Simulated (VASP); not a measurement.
Write the native input for VASP 6.6.1 that does the following.

| Item | Value |
| --- | --- |
| Task | single point |
| Functional | PBEsol |
| Potentials or basis | VASP PAW PBE potentials, release 64 (Sn_d, Te) |
| Cutoff | 520 eV |
| k mesh | 8 × 8 × 8 |
| Occupations | gaussian, width 0.1 eV |
| Spin | no spin polarisation |
| Dipole correction | no |
| Further INCAR settings | ALGO = Fast; EDIFF = 1e-06; NBANDS = 32 |

The structure of Sn3Te lies in POSCAR:

```
Sn3Te
1.0
    4.9780665244      0.0000000000      0.0000000000
    0.0000000000      5.1240351844      0.0000000000
    0.0000000000      0.0000000000      5.1240351844
Sn Te
3 1
Direct
    0.5174392531      0.5000000000      0.0000000000
    0.4825607469      0.0000000000      0.5000000000
    0.0000000000      0.5000000000      0.5000000000
    0.0000000000      0.0000000000      0.0000000000
```

This cell differs from its parent crystal: strained and its atoms moved.

These files were run (other wordings do the same):

INCAR

```
SYSTEM = Sn3Te
PREC = Accurate
ENCUT = 520
EDIFF = 1E-6
ISMEAR = 0
SIGMA = 0.1
LREAL = .False.
LASPH = .True.
NELM = 60
ALGO = Fast
ISIF = 2
LWAVE = .False.
LCHARG = .True.
GGA = PS
LELF = .True.
LVHAR = .True.
NBANDS = 32
```

KPOINTS

```
regular mesh
0
Gamma
  8 8 8
  0 0 0
```

Potentials or basis: VASP PAW PBE potentials, release 64 (Sn_d, Te).

Run with:

```sh
$ cat potpaw_PBE.64/Sn_d/POTCAR potpaw_PBE.64/Te/POTCAR > POTCAR
$ mpirun -np 1 vasp_std > vasp.out
```

It gave:

```json
{
  "Pressure": "-6.2 GPa",
  "Largest force": "0.110 eV/Å",
  "Band gap on the k mesh": "zero (band 24 reaches 8.32 eV, above the bottom of band 25 at 5.47 eV)"
}
```

Caveat: the cell differs from its parent crystal (strained and its atoms moved); the PAW data sets were made with another functional, which shifts forces and pressure a little; spin-orbit coupling is left out, which moves the levels of the heavy elements.

It took 4.5 min on 1 thread of Intel(R) Xeon(R) Platinum 8259CL CPU @ 2.50GHz (Skylake/Cascade Lake), with other jobs on the host, peak memory 0.42 GiB.
